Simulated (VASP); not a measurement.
A run of VASP 6.6.1 is set up as follows.

INCAR

```
SYSTEM = I
PREC = Accurate
ENCUT = 600
EDIFF = 1E-6
ISMEAR = -1
SIGMA = 0.05
LREAL = .False.
LASPH = .True.
NELM = 60
ALGO = Normal
ISIF = 3
LWAVE = .False.
LCHARG = .False.
GGA = CA
IBRION = 2
NSW = 60
EDIFFG = -0.005
PSTRESS = 2900.0
```

KPOINTS

```
regular mesh
0
Gamma
  17 17 17
  0 0 0
```

The input POSCAR:

```
I
1.0
    0.0000000000      1.8481856729      1.8481856729
    1.8481856729      0.0000000000      1.8481856729
    1.8481856729      1.8481856729      0.0000000000
I
1
Direct
    0.0000000000      0.0000000000      0.0000000000
```

Potentials or basis: VASP PAW LDA potentials, release 64 (I).

Launch:

```sh
$ cat potpaw_LDA.64/I/POTCAR > POTCAR
$ mpirun -np 1 vasp_std > vasp.out
```

(1) Predict the space group after relaxing (to 0.05 Å).

(2) What does it give for the relaxed cell?

(3) Estimate the relaxed volume.

Answers

(1) Fm-3m (No. 225).

(2) a = 2.618 Å, b = 2.618 Å, c = 2.618 Å, α = 60.00°, β = 60.00°, γ = 60.00°.

(3) 12.69 Å³/atom.

Caveat: the cell is relaxed towards a set pressure, so the enthalpy falls and the energy may rise; an odd number of electrons without spin polarisation forces a metal; a magnetic or distorted state may lie lower.
